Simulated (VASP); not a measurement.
Here is a VASP 6.6.1 calculation.

File INCAR:

```
PREC = Accurate ; ENCUT = 520
EDIFF = 1E-7 ; ISMEAR = 0
SIGMA = 0.02 ; LREAL = F
LASPH = T ; NELM = 100
ALGO = Normal ; ISIF = 2
LWAVE = F ; LCHARG = T
GGA = PE ; LELF = T
LVHAR = T ; NBANDS = 11
```

The input KPOINTS:

```
regular mesh
0
Gamma
  8 8 8
```

Contents of POSCAR:

```
BeS
1.0
    0.0000000000      2.3881515132      2.3881515132
    2.3881515132      0.0000000000      2.3881515132
    2.3881515132      2.3881515132      0.0000000000
Be S
1 1
Direct
    0.0000000000      0.0000000000      0.0000000000
    0.2500000000      0.2500000000      0.2500000000
```

Potentials or basis: VASP PAW PBE potentials, release 64 (Be, S).

Command:

```bash
$ cat potpaw_PBE.64/Be/POTCAR potpaw_PBE.64/S/POTCAR > POTCAR
$ mpirun -np 1 vasp_std > vasp.out
```

Q: Predict the band gap on the k mesh.

A: 3.00 eV, indirect (least direct gap 5.65 eV).

Q: Predict the pressure.

A: 6.5 GPa.

 A k mesh can miss the band edges.
